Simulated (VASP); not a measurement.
# BaS (Fm-3m) in VASP: notebook, part 2 of 2

VASP 6.6.1.

## (5) Relaxation of cell and atoms, r2SCAN

This run uses another cell than the first one, of 33.21 Å³/atom.

POSCAR

```
BaS
1.0
    0.0000000000      3.2144262625      3.2144262625
    3.2144262625      0.0000000000      3.2144262625
    3.2144262625      3.2144262625      0.0000000000
Ba S
1 1
Direct
    0.0000000000      0.0000000000      0.0000000000
    0.5000000000      0.5000000000      0.5000000000
```

INCAR.step1

```
SYSTEM = BaS
PREC = Accurate ; ENCUT = 600
ISMEAR = -1 ; SIGMA = 0.02
LREAL = .FALSE. ; LASPH = .TRUE.
NELM = 100 ; GGA = PE
ALGO = Normal ; EDIFF = 1E-4
LWAVE = .TRUE. ; LCHARG = .FALSE.
```

INCAR.step2

```
SYSTEM = BaS
PREC = Accurate ; ENCUT = 600
EDIFF = 1E-6 ; ISMEAR = -1
SIGMA = 0.02 ; LREAL = .FALSE.
LASPH = .TRUE. ; NELM = 100
ALGO = Normal ; ISIF = 3
LWAVE = .FALSE. ; LCHARG = .FALSE.
METAGGA = R2SCAN ; LMIXTAU = .TRUE.
IBRION = 2 ; NSW = 80
EDIFFG = -0.005 ; ISTART = 1
```

KPOINTS

```
Automatic mesh
0
G
  6 6 6
  0 0 0
```

Potentials or basis: VASP PAW PBE potentials, release 64 (Ba_sv, S).

Run with:

```console
> cat potpaw_PBE.64/Ba_sv/POTCAR potpaw_PBE.64/S/POTCAR > POTCAR
> cp INCAR.step1 INCAR
> mpirun -np 1 vasp_std > vasp.out
> cp INCAR.step2 INCAR
> mpirun -np 1 vasp_std > vasp.out
```

Wall time 80 s (1 thread of AMD EPYC 9R45 (Zen 5), shared host); peak memory 0.2 GiB.

Results (log left out):

```yaml
Free_energy: -39.2072 eV
Relaxed_volume: 33.57 Å³/atom
Relaxed_cell: a = 4.562 Å, b = 4.562 Å, c = 4.562 Å, α = 60.00°, β = 60.00°, γ = 60.00°
Space_group_after_relaxing_to_0.1_Å: Fm-3m (No. 225)
Energy_gained_by_relaxing: 0.5 meV/atom
Ionic_steps: 3
Pressure_after_relaxing: 0.0 GPa
Band_gap_on_the_k_mesh: 2.51 eV (least direct gap 2.66 eV)
```

The path:
```tsv
step	energy change (eV)	largest force (eV/Å)	pressure (GPa)	volume (Å³)
1	0.0000	0.0000	0.48	66.43
2	-0.0009	0.0000	-0.17	67.39
3	-0.0010	0.0000	0.00	67.13
```

Final structure:
```xyz
2
Lattice="0.0000 3.2258 3.2258 3.2258 0.0000 3.2258 3.2258 3.2258 0.0000" Properties=species:S:1:pos:R:3 pbc="T T T"
Ba    0.0000    0.0000    0.0000
S     3.2258    3.2258    3.2258
```

Levels at points of the mesh, in eV from the valence-band top:
| k point | band 4 | band 5 | band 6 | band 7 | band 8 | band 9 | band 10 | band 11 | band 12 |
| --- | --- | --- | --- | --- | --- | --- | --- | --- | --- |
| (0.00, 0.00, 0.00) | -11.55 | -10.75 | 0.00 | 0.00 | 0.00 | 4.07 | 4.30 | 4.30 | 4.30 |
| (0.50, 0.00, 0.00) | -11.58 | -9.55 | -1.85 | -1.03 | -1.03 | 5.93 | 6.04 | 6.74 | 6.74 |
| (0.50, 0.50, 0.00) | -11.72 | -10.66 | -0.56 | -0.15 | -0.15 | 2.51 | 6.44 | 6.54 | 7.88 |

Caveat: the PAW data sets were made with another functional, which shifts forces and pressure a little; spin-orbit coupling is left out, which moves the levels of the heavy elements. r2SCAN opens gaps a little over a GGA but as a rule still falls short of measured ones.

## (6) Single point, HSE06

This run uses another cell than the first one, of 32.91 Å³/atom.

POSCAR

```
BaS
1.0
    0.0000000000      3.2046776868      3.2046776868
    3.2046776868      0.0000000000      3.2046776868
    3.2046776868      3.2046776868      0.0000000000
Ba S
1 1
Direct
    0.0000000000      0.0000000000      0.0000000000
    0.5000000000      0.5000000000      0.5000000000
```

INCAR.step1

```
PREC     = Accurate       # precision mode
ENCUT    = 520            # plane-wave cutoff, eV
EDIFF    = 1E-5           # SCF threshold, eV
ISMEAR   = -1             # smearing method
SIGMA    = 0.02           # smearing width, eV
LREAL    = False          # projectors in reciprocal space
LASPH    = True           # aspherical terms in the spheres
NELM     = 80             # most SCF steps
ALGO     = Normal         # electronic algorithm
ISIF     = 2              # what is computed and relaxed
LWAVE    = True           # write WAVECAR
LCHARG   = False          # write CHGCAR
NBANDS   = 15             # bands
GGA      = PE             # functional
```

INCAR.step2

```
PREC     = Accurate       # precision mode
ENCUT    = 520            # plane-wave cutoff, eV
EDIFF    = 1E-6           # SCF threshold, eV
ISMEAR   = -1             # smearing method
SIGMA    = 0.02           # smearing width, eV
LREAL    = False          # projectors in reciprocal space
LASPH    = True           # aspherical terms in the spheres
NELM     = 80             # most SCF steps
ALGO     = Normal         # electronic algorithm
ISIF     = 2              # what is computed and relaxed
LWAVE    = False          # write WAVECAR
LCHARG   = False          # write CHGCAR
GGA      = PE             # functional
LHFCALC  = True           # exact exchange
HFSCREEN = 0.2079         # screening, 1/A
PRECFOCK = Normal       
NBANDS   = 15             # bands
ISTART   = 1
```

KPOINTS

```
regular mesh
0
Gamma
  4 4 4
```

Potentials or basis: VASP PAW PBE potentials, release 64 (Ba_sv, S).

Run with:

```console
> cat potpaw_PBE.64/Ba_sv/POTCAR potpaw_PBE.64/S/POTCAR > POTCAR
> cp INCAR.step1 INCAR
> mpirun -np 1 vasp_std > vasp.out
> cp INCAR.step2 INCAR
> mpirun -np 1 vasp_std > vasp.out
```

It took 5.2 min on 1 thread of AMD EPYC 9R45 (Zen 5), shared host; peak memory 0.28 GiB.

The run converged. Its results:

```
Free energy            : -11.5436 eV
Pressure               : 0.5 GPa
Band gap on the k mesh : 3.04 eV (least direct gap 3.20 eV)
```

Levels at points of the mesh, in eV from the valence-band top:
```csv
k point,band 5,band 6,band 7,band 8,band 9,band 10,band 11,band 12
"(0.00, 0.00, 0.00)",-11.42,0.00,0.00,0.00,4.53,4.91,4.91,4.91
"(0.50, 0.00, 0.00)",-9.93,-2.05,-1.13,-1.13,6.62,6.67,7.51,7.51
"(0.50, 0.50, 0.00)",-11.31,-0.60,-0.16,-0.16,3.04,7.07,7.13,8.76
```

Caveat: the k points lie up to 0.42 Å⁻¹ apart; the PAW data sets were made with another functional, which shifts forces and pressure a little; spin-orbit coupling is left out, which moves the levels of the heavy elements.

## (7) Overview

| task | level | potentials or basis | cell | k mesh | cutoff (eV) | grid for exact exchange (PRECFOCK) | share of exact exchange | screening parameter | gap on the mesh (eV) | pressure (GPa) | relaxed volume (Å³/atom) |
| --- | --- | --- | --- | --- | --- | --- | --- | --- | --- | --- | --- |
| relaxation of cell and atoms | PBE | VASP PAW PBE potentials, release 64 (Ba_sv, S) | relaxed from a = 4.517 Å, angles 60.0°, 2 atoms | 6 × 6 × 6 | 600 | - | - | - | 2.16 | 0.0 | 33.65 |
| relaxation of cell and atoms | PBEsol | VASP PAW PBE potentials, release 64 (Ba_sv, S) | relaxed from a = 4.546 Å, angles 60.0°, 2 atoms | 6 × 6 × 6 | 600 | - | - | - | 1.96 | 0.0 | 32.20 |
| relaxation of cell and atoms | LDA | VASP PAW LDA potentials, release 64 (Ba_sv, S) | relaxed from a = 4.546 Å, angles 60.0°, 2 atoms | 6 × 6 × 6 | 600 | - | - | - | 1.83 | 0.0 | 31.31 |
| relaxation of cell and atoms | r2SCAN | VASP PAW PBE potentials, release 64 (Ba_sv, S) | relaxed from a = 4.546 Å, angles 60.0°, 2 atoms | 6 × 6 × 6 | 600 | - | - | - | 2.51 | 0.0 | 33.57 |
| single point | HSE06 | VASP PAW PBE potentials, release 64 (Ba_sv, S) | a = 4.532 Å, angles 60.0°, 2 atoms | 4 × 4 × 4 | 520 | Normal | 0.25 | 0.2079 1/Å | 3.04 | 0.5 | - |

Alike in all rows: no spin polarisation; smearing fermi-dirac 0.02 eV.

Caveats: some runs use coarse meshes; spin-orbit coupling is left out, which moves the levels of the heavy elements; the PAW data sets were made with another functional, which shifts forces and pressure a little (at least some runs).

Absolute energies hang on the potentials; compare differences alone.
